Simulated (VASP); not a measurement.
# Mg3CdTe4 (P-4m2) in VASP: notebook, part 2 of 2

VASP 6.6.1. The steps go on from the part before.

### Step 3. Relaxation of shape and atoms at fixed volume, PBE (37.01 Å³/atom)

This run uses another cell than the first one, of 37.01 Å³/atom.

The input, INCAR:

```
  PREC = Accurate
  ENCUT = 600
  EDIFF = 1E-6
  ISMEAR = 0
  SIGMA = 0.02
  LREAL = False
  LASPH = True
  NELM = 60
  ALGO = Normal
  ISIF = 4
  LWAVE = False
  LCHARG = False
  GGA = PE
  IBRION = 2
  NSW = 50
  EDIFFG = -0.01
```

The input, KPOINTS:

```
regular mesh
0
Gamma
  6 6 2
```

The input, POSCAR:

```
Mg3CdTe4
1.0
    4.7191474559      0.0000000000      0.0000000000
    0.0000000000      4.7191474559      0.0000000000
    0.0000000000      0.0000000000     13.2945126555
Mg Cd Te
3 1 4
Direct
    0.5000000000      0.5000000000      0.2520354508
    0.0000000000      0.0000000000      0.5000000000
    0.5000000000      0.5000000000      0.7479645492
    0.0000000000      0.0000000000      0.0000000000
    0.5000000000      0.0000000000      0.3760075177
    0.0000000000      0.5000000000      0.6239924823
    0.5000000000      0.0000000000      0.8711939551
    0.0000000000      0.5000000000      0.1288060449
```

Potentials or basis: VASP PAW PBE potentials, release 64 (Mg, Cd, Te).

Run with:

```
$ cat potpaw_PBE.64/Mg/POTCAR potpaw_PBE.64/Cd/POTCAR potpaw_PBE.64/Te/POTCAR > POTCAR
$ mpirun -np 1 vasp_std > vasp.out
```

OUTCAR:

```text
PREC = Accurate
   ENCUT = 600
   EDIFF = 1E-6
   ISMEAR = 0
   LREAL = False
   LASPH = True
   NELM = 60
   ISIF = 4
   GGA = PE
   IBRION = 2
   NSW = 50
   EDIFFG = -0.01

 ion  position               nearest neighbor table
   1  0.500  0.500  0.252-   8 2.87   8 2.87   5 2.88   5 2.88
   2  0.000  0.000  0.500-   5 2.88   6 2.88   6 2.88   5 2.88
   3  0.500  0.500  0.748-   7 2.87   7 2.87   6 2.88   6 2.88
   4  0.000  0.000  0.000-   7 2.92   8 2.92   8 2.92   7 2.92
   5  0.500  0.000  0.376-   1 2.88   1 2.88   2 2.88   2 2.88
   6  0.000  0.500  0.624-   3 2.88   3 2.88   2 2.88   2 2.88
   7  0.500  0.000  0.871-   3 2.87   3 2.87   4 2.92   4 2.92
   8  0.000  0.500  0.129-   1 2.87   1 2.87   4 2.92   4 2.92

  LATTYP: Found a simple tetragonal cell.
 ALAT       =     4.7191474559
 C/A-ratio  =     2.8171428801

  Lattice vectors:

 A1 = (   4.7191474559,   0.0000000000,   0.0000000000)
 A2 = (   0.0000000000,   4.7191474559,   0.0000000000)
 A3 = (   0.0000000000,   0.0000000000,  13.2945126555)

[... 187 lines left out ...]
 fundamental gap:      1.5562816379
 Fermi energy:         1.4846951875

 k-point     1 :       0.0000    0.0000    0.0000
  band No.  band energies     occupation
      1      -8.7632      2.00000
      2      -8.5373      2.00000
      3      -8.4488      2.00000
      4      -8.1468      2.00000
      5      -6.2310      2.00000
      6      -6.2310      2.00000
[... 569 lines left out ...]
     25       4.9670      0.00000
     26       4.9670      0.00000

------------------------ aborting loop because EDIFF is reached ----------------------------------------

  FORCE on cell =-STRESS in cart. coord.  units (eV):
  Direction    XX          YY          ZZ          XY          YZ          ZX
  --------------------------------------------------------------------------------------
  -------------------------------------------------------------------------------------
  Total       -3.2866563     -3.2866563     -3.2515529      0.0000000      0.0000000     -0.0000000
  in kB      -17.7854703    -17.7854703    -17.5955111      0.0000000      0.0000000     -0.0000000
  external PRESSURE =     -17.7221506 kB  Pullay stress =       0.0000000 kB

 VOLUME and BASIS-vectors are now :
 -----------------------------------------------------------------------------
  energy-cutoff  :      600.00
  volume of cell :      296.07
      direct lattice vectors                 reciprocal lattice vectors
     4.719147456  0.000000000  0.000000000     0.211902681  0.000000000  0.000000000
     0.000000000  4.719147456  0.000000000     0.000000000  0.211902681  0.000000000
     0.000000000  0.000000000 13.294512656     0.000000000  0.000000000  0.075219004

 POSITION                                       TOTAL-FORCE (eV/Angst)
 -----------------------------------------------------------------------------------
      2.35957      2.35957      3.35069        -0.000000      0.000000     -0.000789
      0.00000      0.00000      6.64726        -0.000000     -0.000000      0.000000
      2.35957      2.35957      9.94382        -0.000000      0.000000      0.000789
      0.00000      0.00000      0.00000        -0.000000     -0.000000      0.000000
      2.35957      0.00000      4.99884         0.000000      0.000000      0.000726
      0.00000      2.35957      8.29568        -0.000000     -0.000000     -0.000726
      2.35957      0.00000     11.58210        -0.000000     -0.000000     -0.006242
      0.00000      2.35957      1.71241        -0.000000     -0.000000      0.006242
 -----------------------------------------------------------------------------------
    total drift:                                0.000000      0.000000     -0.000000

  FREE ENERGIE OF THE ION-ELECTRON SYSTEM (eV)
  ---------------------------------------------------
  free  energy   TOTEN  =       -23.9118899175 eV

  energy  without entropy=      -23.9118899175  energy(sigma->0) =      -23.91188992

 reached required accuracy - stopping structural energy minimisation
```

OSZICAR:

```text
N       E                     dE             d eps       ncg     rms          rms(c)
DAV:   1     0.221943105815E+03    0.22194E+03   -0.16787E+04  1040   0.143E+03
DAV:   2    -0.677739832685E+01   -0.22872E+03   -0.22395E+03  1268   0.235E+02
DAV:   3    -0.244689861274E+02   -0.17692E+02   -0.17653E+02  1206   0.667E+01
DAV:   4    -0.248251722123E+02   -0.35619E+00   -0.35595E+00  1436   0.963E+00
DAV:   5    -0.248321274597E+02   -0.69552E-02   -0.69549E-02  1356   0.132E+00    0.634E+00
DAV:   6    -0.239889026774E+02    0.84322E+00   -0.17232E+00  1120   0.776E+00    0.486E+00
DAV:   7    -0.238975794658E+02    0.91323E-01   -0.77227E-01  1254   0.356E+00    0.215E+00
DAV:   8    -0.239088331066E+02   -0.11254E-01   -0.38109E-02  1202   0.159E+00    0.791E-01
DAV:   9    -0.239111083062E+02   -0.22752E-02   -0.57398E-03  1170   0.536E-01    0.187E-01
DAV:  10    -0.239116363947E+02   -0.52809E-03   -0.21618E-03  1306   0.284E-01    0.782E-02
DAV:  11    -0.239117470133E+02   -0.11062E-03   -0.25329E-04  1222   0.841E-02    0.344E-02
DAV:  12    -0.239118642312E+02   -0.11722E-03   -0.11269E-04  1172   0.471E-02    0.131E-02
DAV:  13    -0.239118866483E+02   -0.22417E-04   -0.29290E-05  1214   0.272E-02    0.473E-03
DAV:  14    -0.239118897054E+02   -0.30571E-05   -0.46591E-06  1088   0.109E-02    0.346E-03
DAV:  15    -0.239118899175E+02   -0.21208E-06   -0.84457E-07   838   0.446E-03
   1 F= -.23911890E+02 E0= -.23911890E+02  d E =-.239119E+02
```

CONTCAR:

```text
Mg3CdTe4
   1.00000000000000
     4.7191474559000000    0.0000000000000000    0.0000000000000000
     0.0000000000000000    4.7191474559000000    0.0000000000000000
     0.0000000000000000    0.0000000000000000   13.2945126555000002
  Mg              Cd              Te
     3     1     4
Direct
     0.5000000000000000    0.5000000000000000    0.2520354508000011
     0.0000000000000000    0.0000000000000000    0.5000000000000000
     0.5000000000000000    0.5000000000000000    0.7479645491999989
     0.0000000000000000    0.0000000000000000    0.0000000000000000
     0.5000000000000000    0.0000000000000000    0.3760075177000033
     0.0000000000000000    0.5000000000000000    0.6239924822999967
     0.5000000000000000    0.0000000000000000    0.8711939550999972
     0.0000000000000000    0.5000000000000000    0.1288060449000028

  0.00000000E+00  0.00000000E+00  0.00000000E+00
  0.00000000E+00  0.00000000E+00  0.00000000E+00
  0.00000000E+00  0.00000000E+00  0.00000000E+00
  0.00000000E+00  0.00000000E+00  0.00000000E+00
  0.00000000E+00  0.00000000E+00  0.00000000E+00
  0.00000000E+00  0.00000000E+00  0.00000000E+00
  0.00000000E+00  0.00000000E+00  0.00000000E+00
  0.00000000E+00  0.00000000E+00  0.00000000E+00
```

Wall time 1.8 min (1 thread of Intel Xeon 6975P-C (Granite Rapids), shared host); peak memory 0.55 GiB.

Results:

| Quantity | Value |
| --- | --- |
| Free energy | -23.9119 eV |
| Pressure after relaxing | -1.8 GPa |
| Largest force after relaxing | 0.006 eV/Å |
| Band gap on the k mesh | 1.56 eV |

Forces on the atoms (eV/Å):
```
Mg   0.000  0.000 -0.001
Mg   0.000  0.000  0.000
Mg   0.000  0.000  0.001
Cd   0.000  0.000  0.000
Te   0.000  0.000  0.001
Te   0.000  0.000 -0.001
Te   0.000  0.000 -0.006
Te   0.000  0.000  0.006
```

Final structure:
```cif
data_structure
_symmetry_space_group_name_H-M 'P 1'
_symmetry_Int_Tables_number 1
_cell_length_a 4.7191
_cell_length_b 4.7191
_cell_length_c 13.2945
_cell_angle_alpha 90.000
_cell_angle_beta 90.000
_cell_angle_gamma 90.000
_cell_volume 296.07
loop_
_atom_site_label
_atom_site_type_symbol
_atom_site_fract_x
_atom_site_fract_y
_atom_site_fract_z
_atom_site_occupancy
Mg1 Mg 0.50000 0.50000 0.25204 1
Mg2 Mg 0.00000 0.00000 0.50000 1
Mg3 Mg 0.50000 0.50000 0.74796 1
Cd1 Cd 0.00000 0.00000 0.00000 1
Te1 Te 0.50000 0.00000 0.37601 1
Te2 Te 0.00000 0.50000 0.62399 1
Te3 Te 0.50000 0.00000 0.87119 1
Te4 Te 0.00000 0.50000 0.12881 1
```

Caveat: the relaxation stopped at its first step, so nothing moved; spin-orbit coupling is left out, which moves the levels of the heavy elements.
